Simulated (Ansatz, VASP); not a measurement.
# SnO in VASP and in Ansatz

```
Sn O
1.0
     2.44897   -2.80162    0.00000
     2.44897    2.80162    0.00000
     0.00000    0.00000   10.89300
Sn O
4 4
Direct
  0.00001 0.99999 0.98997
  0.99999 0.00001 0.48997
  0.49987 0.50013 0.26702
  0.50013 0.49987 0.76702
  0.99998 0.49998 0.37850
  0.00002 0.50002 0.87850
  0.50002 0.00002 0.37850
  0.49998 0.99998 0.87850
```

Change from the starting cell: volume scaled by 0.94, ions relaxed.

Alike in both runs: functional PBE; k mesh 8 × 8 × 3; occupations fermi-dirac, width 0.02 eV; no spin polarisation.

Ansatz relaxed the structure, and its values are those at the end. VASP's run is a single point on that final structure, the one shown.

```csv
,VASP,Ansatz
version,VASP 6.6.1,Ansatz 0.2.0
potentials or method,"VASP PAW PBE potentials, release 64 (Sn_d, O)","plane-wave PAW, scalar-relativistic"
plane-wave cutoff (eV),520,420
valence electrons in the cell,80,80
```

|  | VASP | Ansatz | Ansatz less VASP |
| --- | --- | --- | --- |
| pressure (GPa) | 5.3 | 5.0 | -0.24 |
| rms of the force components (eV/Å) | 0.042 | 0.006 | -0.0361 |

With one functional, cell and mesh, what is left measures potentials, basis and numerics. Ansatz's warnings: stress scf threshold loose.
